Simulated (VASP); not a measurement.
Here is a VASP 6.6.1 calculation.

Contents of INCAR:

```
PREC = Accurate
ENCUT = 520
EDIFF = 1E-6
ISMEAR = 0
SIGMA = 0.15
LREAL = F
LASPH = T
NELM = 80
ALGO = Normal
ISIF = 2
LWAVE = F
LCHARG = T
GGA = PS
LELF = T
LVHAR = T
NBANDS = 16
```

KPOINTS

```
Automatic mesh
0
Gamma
  14 14 14
```

File POSCAR:

```
InAs
1.0
    0.0000000000      2.8647211230      3.1377011204
    3.1377011204      0.0000000000      3.1377011204
    3.1377011204      2.8647211230      0.0000000000
In As
1 1
Direct
    0.0000000000      0.0000000000      0.0000000000
    0.7500000000      0.7500000000      0.7500000000
```

Potentials or basis: VASP PAW PBE potentials, release 64 (In_d, As).

The run is started by

```console
$ cat potpaw_PBE.64/In_d/POTCAR potpaw_PBE.64/As/POTCAR > POTCAR
$ mpirun -np 1 vasp_std > vasp.out
```

Question: Predict the pressure.

Answer: -0.1 GPa.

Question: Estimate the band gap on the k mesh.

Answer: 0.19 eV (least direct gap 0.38 eV).

Stress tensor (GPa, compression positive):
```
-0.97  0.00  0.00
 0.00  1.62  0.00
 0.00  0.00 -0.97
```

Caveat: semilocal functionals underestimate gaps, and a narrow one can read as zero; the PAW data sets were made with another functional, which shifts forces and pressure a little; spin-orbit coupling is left out, which moves the levels of the heavy elements. A k mesh can miss the band edges.
